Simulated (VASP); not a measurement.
# Zr (P6_3/mmc) in VASP: further runs, part 2 of 2

VASP 6.6.1. The steps go on from the part before.

**6. Single point, PBE**

This run uses another cell than the first one, of 23.38 Å³/atom, 1.044 times its volume.

The input, INCAR:

```
  ALGO = Normal
  EDIFF = 1E-7
  ENCUT = 520
  GGA = PE
  ISIF = 2
  ISMEAR = 0
  LASPH = True
  LCHARG = False
  LREAL = False
  LWAVE = False
  NBANDS = 19
  NELM = 80
  PREC = Accurate
  SIGMA = 0.1
```

The input, KPOINTS:

```
k-points
0
Gamma
  15 15 8
```

The input, POSCAR:

```
Zr
1.0
    3.2318908719      0.0000000000      0.0000000000
   -1.6159454359      2.7988995974      0.0000000000
    0.0000000000      0.0000000000      5.1700808457
Zr
2
Direct
    0.3333333333      0.6666666667      0.2500000000
    0.6666666667      0.3333333333      0.7500000000
```

Potentials or basis: VASP PAW PBE potentials, release 64 (Zr_sv).

Run with:

```sh
$ cat potpaw_PBE.64/Zr_sv/POTCAR > POTCAR
$ mpirun -np 1 vasp_std > vasp.out
```

OUTCAR:

```text
EDIFF = 1E-7
   ENCUT = 520
   GGA = PE
   ISIF = 2
   ISMEAR = 0
   LASPH = True
   LREAL = False
   NELM = 80
   PREC = Accurate

 ion  position               nearest neighbor table
   1  0.333  0.667  0.250-   2 3.19   2 3.19   2 3.19   2 3.19   2 3.19   2 3.19
   2  0.667  0.333  0.750-   1 3.19   1 3.19   1 3.19   1 3.19   1 3.19   1 3.19

  LATTYP: Found a hexagonal cell.
 ALAT       =     3.2318908719
 C/A-ratio  =     1.5997077410

  Lattice vectors:

 A1 = (   3.2318908719,   0.0000000000,   0.0000000000)
 A2 = (  -1.6159454359,   2.7988995974,   0.0000000000)
 A3 = (   0.0000000000,   0.0000000000,   5.1700808457)

Analysis of symmetry for initial positions (statically):
=====================================================================
 Subroutine PRICEL returns:
 Original cell was already a primitive cell.

 Routine SETGRP: Setting up the symmetry group for a
 hexagonal supercell.

 Subroutine GETGRP returns: Found 24 space group operations
 (whereof 12 operations were pure point group operations)
 out of a pool of 24 trial point group operations.

The static configuration has the point symmetry D_3d.
 The point group associated with its full space group is D_6h.

Analysis of symmetry for dynamics (positions and initial velocities):
=====================================================================
 Subroutine PRICEL returns:
 Original cell was already a primitive cell.

 Routine SETGRP: Setting up the symmetry group for a
 hexagonal supercell.

 Subroutine GETGRP returns: Found 24 space group operations
 (whereof 12 operations were pure point group operations)
 out of a pool of 24 trial point group operations.

The dynamic configuration has the point symmetry D_3d.
 The point group associated with its full space group is D_6h.

 Subroutine INISYM returns: Found 24 space group operations
 (whereof 12 operations are pure point group operations),
 and found     1 'primitive' translations

----------------------------------------------------------------------------------------

[... 106 lines left out ...]
   EFERMI =   0.00;   METHOD = LEGACY
   ISMEAR =     0;   SIGMA  =   0.10  broadening in eV -4-tet -1-fermi 0-gaus
   EFERMI_NEDOS =   21; number of points for ismear=-14 and -15
   IALGO  =     38    algorithm
   IMIX   =      4    mixing-type and parameters
     AMIX     =   0.40;   BMIX     =  1.00
     AMIX_MAG =   1.60;   BMIX_MAG =  1.00
  volume/ion in A,a.u.               =      23.38       157.80
  Fermi-wavevector in a.u.,A,eV,Ry     =   1.310684  2.476834 23.373361  1.717894
  Thomas-Fermi vector in A             =   2.441198
   LORBIT       =      0    0 simple, 1 ext, 2 COOP (PROOUT), +10 PAW based schemes
   GGA     = PE    functional components
   LHFCALC =     F    Hartree Fock is set to
   AEXX    =    0.0000 exact exchange contribution
   IVDW    =     0    specifies the selected vdW correction
   LEPSILON=     F    determine dielectric tensor
   LRPA    =     F    only Hartree local field effects (RPA)
 non-spin polarized calculation
 Gauss-broadening in eV      SIGMA  =   0.10
  energy-cutoff  :      520.00
  volume of cell :       46.77
 maximum number of plane-waves:      1284
   NGX = 13   NGY = 13   NGZ = 19

 number of electron      24.0000001 magnetization

 Free energy of the ion-electron system (eV)
  ---------------------------------------------------
  ext. energy  EPLUGINS =         0.00000000
  ---------------------------------------------------
  free energy    TOTEN  =       -17.04599071 eV

  energy without entropy =      -17.03607483  energy(sigma->0) =      -17.04103277

 E-fermi :   8.9655     XC(G=0): -11.0620

 val. band max:        8.9634950473   @ k =   0.1333   0.0000   0.1250
 cond. band min:       8.9673361979   @ k =   0.2667   0.2000   0.5000
 fundamental gap:      0.0038411506
 Fermi energy:         8.9654527916

 k-point     1 :       0.0000    0.0000    0.0000
  band No.  band energies     occupation
      1     -39.9000      2.00000
      2     -39.7509      2.00000
      3     -18.4123      2.00000
      4     -17.5521      2.00000
      5     -17.5521      2.00000
      6     -17.4287      2.00000
[... 505 lines left out ...]
      6     -17.8854      2.00000
[... 11 lines left out ...]
     18      13.7512      0.00000
     19      15.3224      0.00000

 [... further k-points ...]
[... 5 lines left out ...]
  --------------------------------------------------------------------------------------
  -------------------------------------------------------------------------------------
  Total        0.0035759      0.0035759      0.0079770      0.0000000      0.0000000      0.0000000
  in kB        0.1225067      0.1225067      0.2732823      0.0000000      0.0000000      0.0000000
  external PRESSURE =       0.1727652 kB  Pullay stress =       0.0000000 kB

 VOLUME and BASIS-vectors are now :
 -----------------------------------------------------------------------------
  energy-cutoff  :      520.00
  volume of cell :       46.77
      direct lattice vectors                 reciprocal lattice vectors
     3.231890872  0.000000000  0.000000000     0.309416388  0.178641635  0.000000000
    -1.615945436  2.798899597  0.000000000     0.000000000  0.357283270  0.000000000
     0.000000000  0.000000000  5.170080846     0.000000000  0.000000000  0.193420573

 POSITION                                       TOTAL-FORCE (eV/Angst)
 -----------------------------------------------------------------------------------
     -0.00000      1.86593      1.29252        -0.000000      0.000000      0.000000
      1.61595      0.93297      3.87756         0.000000     -0.000000      0.000000
 -----------------------------------------------------------------------------------
    total drift:                               -0.000000      0.000000     -0.000000

  FREE ENERGIE OF THE ION-ELECTRON SYSTEM (eV)
  ---------------------------------------------------
  free  energy   TOTEN  =       -17.0459907073 eV

  energy  without entropy=      -17.0360748272  energy(sigma->0) =      -17.04103277
```

stdout:

```text
POSCAR found type information on POSCAR Zr
 POSCAR found :  1 types and       2 ions
 scaLAPACK will be used
 LDA part: xc-table for (Slater+PW92), standard interpolation
 POSCAR, INCAR and KPOINTS ok, starting setup
 FFT: planning ... GRIDC
 FFT: planning ... GRID_SOFT
 FFT: planning ... GRID
 WAVECAR not read
 entering main loop
```

It took 80 s on 1 thread of Intel Xeon Platinum 8259CL at 2.50GHz (Skylake/Cascade Lake), shared host; peak memory 0.22 GiB.

What came out:

| Quantity | Value |
| --- | --- |
| Free energy | -17.0460 eV |
| Pressure | 0.0 GPa |
| Band gap on the k mesh | zero (band 12 reaches 9.82 eV, above the bottom of band 13 at 8.64 eV) |

**7. The runs side by side**

```tsv
cell	gap on the mesh (eV)	pressure (GPa)
a = 3.135, b = 3.135, c = 5.263 Å, angles 90.0, 90.0, 120.0°, 2 atoms	none	4.0
a = 3.135, b = 3.135, c = 5.315 Å, angles 90.0, 90.0, 120.0°, 2 atoms	none	2.9
a = 3.183, b = 3.183, c = 5.217 Å, angles 90.0, 90.0, 120.0°, 2 atoms	none	1.9
a = 3.183, b = 3.183, c = 5.235 Å, angles 90.0, 90.0, 120.0°, 2 atoms	none	1.6
a = 3.232, b = 3.232, c = 5.170 Å, angles 90.0, 90.0, 120.0°, 2 atoms	none	0.0
```

Alike in all rows: task single point; level PBE; potentials or basis VASP PAW PBE potentials, release 64 (Zr_sv); no spin polarisation; k mesh 15 × 15 × 8; cutoff (eV) 520; smearing gaussian 0.1 eV.

Total energies depend on the potentials used, so only differences within one code and one set of settings carry meaning.
